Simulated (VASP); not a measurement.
# Au (Fm-3m) in VASP: notebook

Au is run at these levels: PBEsol; tasks: single point, relaxation of volume and atoms at fixed shape.

Everything below comes from runs of VASP 6.6.1. Logs are shortened: lines on timing, memory, paths and dates and some standing lists are left out, and cuts for length are marked.

## 1. The cell of the first run

It takes space group Fm-3m (No. 225, cubic). Conventional cell: a = 4.082 Å, b = 4.082 Å, c = 4.082 Å, α = 90.00°, β = 90.00°, γ = 90.00°. Au (site symmetry m-3m) has 12 Au at 2.89 Å within 3.8 Å.

## 2. Single point, PBEsol

The input, INCAR:

```
PREC = Accurate ; ENCUT = 520
EDIFF = 1E-7 ; ISMEAR = 1
SIGMA = 0.05 ; LREAL = F
LASPH = T ; NELM = 100
ALGO = Normal ; ISIF = 2
LWAVE = F ; LCHARG = F
GGA = PS ; NBANDS = 12
```

The input, KPOINTS:

```
Automatic mesh
0
Gamma
  9 9 9
```

The input, POSCAR:

```
Au
1.0
    0.0000000000      2.0411884871      2.0411884871
    2.0411884871      0.0000000000      2.0411884871
    2.0411884871      2.0411884871      0.0000000000
Au
1
Direct
    0.0000000000      0.0000000000      0.0000000000
```

Potentials or basis: VASP PAW PBE potentials, release 64 (Au).

Launch:

```sh
cat potpaw_PBE.64/Au/POTCAR > POTCAR
mpirun -np 1 vasp_std > vasp.out
```

OUTCAR:

```text
PREC = Accurate
   ENCUT = 520
   EDIFF = 1E-7
   ISMEAR = 1
   LREAL = F
   LASPH = T
   NELM = 100
   ISIF = 2
   GGA = PS

 ion  position               nearest neighbor table
   1  0.000  0.000  0.000-

  LATTYP: Found a face centered cubic cell.
 ALAT       =     4.0823769742

  Lattice vectors:

 A1 = (   0.0000000000,   2.0411884871,   2.0411884871)
 A2 = (   2.0411884871,   0.0000000000,   2.0411884871)
 A3 = (   2.0411884871,   2.0411884871,   0.0000000000)

Analysis of symmetry for initial positions (statically):
=====================================================================
 Subroutine PRICEL returns:
 Original cell was already a primitive cell.

 Routine SETGRP: Setting up the symmetry group for a
 face centered cubic supercell.

 Subroutine GETGRP returns: Found 48 space group operations
 (whereof 48 operations were pure point group operations)
 out of a pool of 48 trial point group operations.

The static configuration has the point symmetry O_h .

Analysis of symmetry for dynamics (positions and initial velocities):
=====================================================================
 Subroutine PRICEL returns:
 Original cell was already a primitive cell.

 Routine SETGRP: Setting up the symmetry group for a
 face centered cubic supercell.

 Subroutine GETGRP returns: Found 48 space group operations
 (whereof 48 operations were pure point group operations)
 out of a pool of 48 trial point group operations.

The dynamic configuration has the point symmetry O_h .

 Subroutine INISYM returns: Found 48 space group operations
 (whereof 48 operations are pure point group operations),
 and found     1 'primitive' translations

----------------------------------------------------------------------------------------

                                     Primitive cell

  volume of cell :      17.0090

  direct lattice vectors                    reciprocal lattice vectors
     0.000000000  2.041188487  2.041188487    -0.244955330  0.244955330  0.244955330
     2.041188487  0.000000000  2.041188487     0.244955330 -0.244955330  0.244955330
     2.041188487  2.041188487  0.000000000     0.244955330  0.244955330 -0.244955330

  length of vectors
     2.886676442  2.886676442  2.886676442     0.424275078  0.424275078  0.424275078

  position of ions in fractional coordinates (direct lattice)
     0.000000000  0.000000000  0.000000000

  ion indices of the primitive-cell ions
   primitive index   ion index
                 1           1
[... 74 lines left out ...]
   EDIFFG = 0.1E-05   stopping-criterion for IOM
   NSW    =      0    number of steps for IOM
   IBRION =     -1    ionic relax: 0-MD 1-quasi-New 2-CG
   NFREE  =      0    steps in history (QN), initial steepest desc. (CG)
   ISIF   =      2    stress and relaxation
   ISYM   =      2    0-nonsym 1-usesym 2-fastsym
   POTIM  = 0.5000    time-step for ionic-motion
   TEBEG  =    0.0;   TEEND  =   0.0 temperature during run
   PSTRESS=    0.0 pullay stress
   NELECT =      11.0000    total number of electrons
   NUPDOWN=      -1.0000    fix difference up-down
   EMIN   =  10.00;   EMAX   =-10.00  energy-range for DOS
   EFERMI =   0.00;   METHOD = LEGACY
   ISMEAR =     1;   SIGMA  =   0.05  broadening in eV -4-tet -1-fermi 0-gaus
   EFERMI_NEDOS =   21; number of points for ismear=-14 and -15
   IALGO  =     38    algorithm
   IMIX   =      4    mixing-type and parameters
     AMIX     =   0.40;   BMIX     =  1.00
     AMIX_MAG =   1.60;   BMIX_MAG =  1.00
  volume/ion in A,a.u.               =      17.01       114.78
  Fermi-wavevector in a.u.,A,eV,Ry     =   1.415726  2.675335 27.269896  2.004281
  Thomas-Fermi vector in A             =   2.537135
   LORBIT       =      0    0 simple, 1 ext, 2 COOP (PROOUT), +10 PAW based schemes
   GGA     = PS    functional components
   LHFCALC =     F    Hartree Fock is set to
   AEXX    =    0.0000 exact exchange contribution
   IVDW    =     0    specifies the selected vdW correction
   LEPSILON=     F    determine dielectric tensor
   LRPA    =     F    only Hartree local field effects (RPA)
 non-spin polarized calculation
 Methfessel and Paxton  Order N= 1 SIGMA  =   0.05
  energy-cutoff  :      520.00
  volume of cell :       17.01
 maximum number of plane-waves:       470
 NGX is ok and might be reduce to    24
   NGX = 11   NGY = 11   NGZ = 11

 number of electron      11.0000000 magnetization

 Free energy of the ion-electron system (eV)
  ---------------------------------------------------
  ext. energy  EPLUGINS =         0.00000000
  ---------------------------------------------------
  free energy    TOTEN  =        -3.94820697 eV

  energy without entropy =       -3.94812207  energy(sigma->0) =       -3.94817867

 E-fermi :   9.3195     XC(G=0): -12.8948

 val. band max:        8.9166857570   @ k =   0.4444   0.3333   0.0000
 cond. band min:       9.3350470492   @ k =   0.4444   0.4444   0.0000
 fundamental gap:      0.4183612922
 Fermi energy:         9.3194699004

 k-point     1 :       0.0000    0.0000    0.0000
  band No.  band energies     occupation
      1      -0.6302      2.00000
      2       4.6263      2.00000
      3       4.6263      2.00000
      4       4.6263      2.00000
      5       6.1604      2.00000
      6       6.1604      2.00000
      7      23.8097      0.00000
      8      27.8120      0.00000
      9      27.8120      0.00000
     10      27.8120      0.00000
     11      32.6845      0.00000
     12      37.3726      0.00000
[... 331 lines left out ...]
 k-point    24 :       0.4444    0.4444    0.0000
  band No.  band energies     occupation
      1       2.2697      2.00000
      2       2.6007      2.00000
      3       7.2883      2.00000
      4       7.5511      2.00000
      5       7.5511      2.00000
      6       9.3350      0.50000
      7      16.2439      0.00000
      8      19.5729      0.00000
      9      19.5729      0.00000
     10      26.3841      0.00000
     11      28.9905      0.00000
     12      37.0053      0.00000

 [... further k-points ...]
[... 5 lines left out ...]
  --------------------------------------------------------------------------------------
  -------------------------------------------------------------------------------------
  Total       -0.0310889     -0.0310889     -0.0310889     -0.0000000      0.0000000      0.0000000
  in kB       -2.9284431     -2.9284431     -2.9284431     -0.0000000      0.0000000      0.0000000
  external PRESSURE =      -2.9284431 kB  Pullay stress =       0.0000000 kB

 VOLUME and BASIS-vectors are now :
 -----------------------------------------------------------------------------
  energy-cutoff  :      520.00
  volume of cell :       17.01
      direct lattice vectors                 reciprocal lattice vectors
     0.000000000  2.041188487  2.041188487    -0.244955330  0.244955330  0.244955330
     2.041188487  0.000000000  2.041188487     0.244955330 -0.244955330  0.244955330
     2.041188487  2.041188487  0.000000000     0.244955330  0.244955330 -0.244955330

 POSITION                                       TOTAL-FORCE (eV/Angst)
 -----------------------------------------------------------------------------------
      0.00000      0.00000      0.00000        -0.000000     -0.000000     -0.000000
 -----------------------------------------------------------------------------------
    total drift:                               -0.000000      0.000000     -0.000000

  FREE ENERGIE OF THE ION-ELECTRON SYSTEM (eV)
  ---------------------------------------------------
  free  energy   TOTEN  =        -3.9482069742 eV

  energy  without entropy=       -3.9481220741  energy(sigma->0) =       -3.94817867
```

OSZICAR:

```text
N       E                     dE             d eps       ncg     rms          rms(c)
DAV:   1     0.506169966166E+02    0.50617E+02   -0.54893E+03   880   0.806E+02
DAV:   2    -0.357799545586E+01   -0.54195E+02   -0.51474E+02   996   0.188E+02
DAV:   3    -0.428089604741E+01   -0.70290E+00   -0.70242E+00  1004   0.210E+01
DAV:   4    -0.428337073296E+01   -0.24747E-02   -0.24746E-02  1012   0.140E+00
DAV:   5    -0.428338915209E+01   -0.18419E-04   -0.18419E-04  1048   0.116E-01    0.959E+00
DAV:   6    -0.397306193254E+01    0.31033E+00   -0.85238E-01   928   0.737E+00    0.594E+00
DAV:   7    -0.395118488891E+01    0.21877E-01   -0.67773E-02   984   0.207E+00    0.288E+00
DAV:   8    -0.394821559418E+01    0.29693E-02   -0.12509E-03   956   0.327E-01    0.267E-01
DAV:   9    -0.394820492676E+01    0.10667E-04   -0.24580E-05   968   0.379E-02    0.224E-02
DAV:  10    -0.394820694839E+01   -0.20216E-05   -0.17627E-06  1028   0.106E-02    0.122E-03
DAV:  11    -0.394820697416E+01   -0.25769E-07   -0.51487E-08   680   0.181E-03
   1 F= -.39482070E+01 E0= -.39481787E+01  d E =-.849001E-04
```

Wall time 6.6 s (1 thread of Intel Xeon Platinum 8559C (Emerald Rapids), shared host); peak memory 0.14 GiB.

What came out:

| Item | Value |
| --- | --- |
| Free energy | -3.9482 eV |
| Pressure | -0.3 GPa |

Caveat: the PAW data sets were made with another functional, which shifts forces and pressure a little; spin-orbit coupling is left out, which moves the levels of the heavy elements.

## 3. Relaxation of volume and atoms at fixed shape, PBEsol

This run uses another cell than the first one, of 16.85 Å³/atom, 0.991 times its volume.

The input, INCAR:

```
SYSTEM = Au
ALGO = Normal ; EDIFF = 1E-6
EDIFFG = -0.03 ; ENCUT = 600
GGA = PS ; IBRION = 2
ISIF = 8 ; ISMEAR = 1
LASPH = .TRUE. ; LCHARG = .FALSE.
LREAL = .FALSE. ; LWAVE = .FALSE.
NELM = 60 ; NSW = 80
PREC = Accurate ; SIGMA = 0.05
```

The input, KPOINTS:

```
k-points
0
G
  9 9 9
  0 0 0
```

The input, POSCAR:

```
Au
1.0
    0.0000000000      2.0350000000      2.0350000000
    2.0350000000      0.0000000000      2.0350000000
    2.0350000000      2.0350000000      0.0000000000
Au
1
Direct
    0.0000000000      0.0000000000      0.0000000000
```

Potentials or basis: VASP PAW PBE potentials, release 64 (Au).

Launch:

```sh
cat potpaw_PBE.64/Au/POTCAR > POTCAR
mpirun -np 1 vasp_std > vasp.out
```

Run time: 10 s. Hardware: 1 thread of Intel Xeon Platinum 8559C (Emerald Rapids), shared host; peak memory 0.14 GiB.

It converged, with:

| Quantity | Value |
| --- | --- |
| Free energy | -3.9481 eV |
| Relaxed volume | 16.99 Å³/atom |
| Relaxed cell | a = 2.886 Å, b = 2.886 Å, c = 2.886 Å, α = 60.00°, β = 60.00°, γ = 60.00° |
| Space group after relaxing (to 0.05 Å) | Fm-3m (No. 225) |
| Energy gained by relaxing | 0.6 meV/atom |
| Ionic steps | 3 |
| Pressure after relaxing | 0.0 GPa |

Step by step:
| step | energy change (eV) | largest force (eV/Å) | pressure (GPa) | volume (Å³) |
| --- | --- | --- | --- | --- |
| 1 | 0.0000 | 0.0000 | 1.45 | 16.85 |
| 2 | 0.0012 | 0.0000 | -2.37 | 17.23 |
| 3 | -0.0006 | 0.0000 | 0.00 | 16.99 |

Final structure:
```cif
data_structure
_symmetry_space_group_name_H-M 'P 1'
_symmetry_Int_Tables_number 1
_cell_length_a 2.8856
_cell_length_b 2.8856
_cell_length_c 2.8856
_cell_angle_alpha 60.000
_cell_angle_beta 60.000
_cell_angle_gamma 60.000
_cell_volume 16.99
loop_
_atom_site_label
_atom_site_type_symbol
_atom_site_fract_x
_atom_site_fract_y
_atom_site_fract_z
_atom_site_occupancy
Au1 Au 0.00000 0.00000 0.00000 1
```

Levels at points of the mesh, in eV from the Fermi level:
```
           k point  band 2  band 3  band 4  band 5  band 6  band 7  band 8  band 9
(0.00, 0.00, 0.00)   -4.70   -4.70   -4.70   -3.16   -3.16   14.49   18.50   18.50
```

Caveat: the PAW data sets were made with another functional, which shifts forces and pressure a little; spin-orbit coupling is left out, which moves the levels of the heavy elements.
